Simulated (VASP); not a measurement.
Wanted: the native input for a VASP 6.6.1 run.

* Task: single point
* Functional: PBEsol
* Potentials or basis: VASP PAW PBE potentials, release 64 (Bi_d, Te)
* Cutoff: 520 eV
* k mesh: 1 × 1 × 21
* Occupations: gaussian, width 0.05 eV
* Spin: collinear spin
* Starting moments: [0.5, 0.5] μB
* Dipole correction: no
* Further INCAR settings: ALGO = Normal; EDIFF = 1e-06; NBANDS = 22

The structure of BiTe lies in POSCAR:

```
BiTe
1.0
   11.6000000000      0.0000000000      0.0000000000
    0.0000000000      9.3000000000      0.0000000000
    0.0000000000      0.0000000000      3.0500847566
Bi Te
1 1
Direct
    0.3883752326      0.5000000000      0.0000000000
    0.6116247674      0.5000000000      0.5000000000
```

One way to write it, as run:

INCAR

```
PREC = Accurate
ENCUT = 520
EDIFF = 1E-6
ISMEAR = 0
SIGMA = 0.05
LREAL = F
LASPH = T
NELM = 150
ALGO = Normal
ISIF = 2
LWAVE = F
LCHARG = F
ISPIN = 2
MAGMOM = 0.5 0.5
LORBIT = 11
GGA = PS
NBANDS = 22
```

KPOINTS

```
regular mesh
0
Gamma
  1 1 21
```

Potentials or basis: VASP PAW PBE potentials, release 64 (Bi_d, Te).

The run is started by

```bash
$ cat potpaw_PBE.64/Bi_d/POTCAR potpaw_PBE.64/Te/POTCAR > POTCAR
$ mpirun -np 1 vasp_std > vasp.out
```

It gave:

- Largest force: 0.212 eV/Å
- Net moment: 0.00 μB per cell
- Valence electrons inside the program's atomic spheres: Bi 12.76; Te 3.32

Caveat: the PAW data sets were made with another functional, which shifts forces and pressure a little.

Run time: 3.5 min on 1 thread of Intel(R) Xeon(R) Platinum 8488C (Sapphire Rapids) (shared host), peak memory 0.55 GiB.
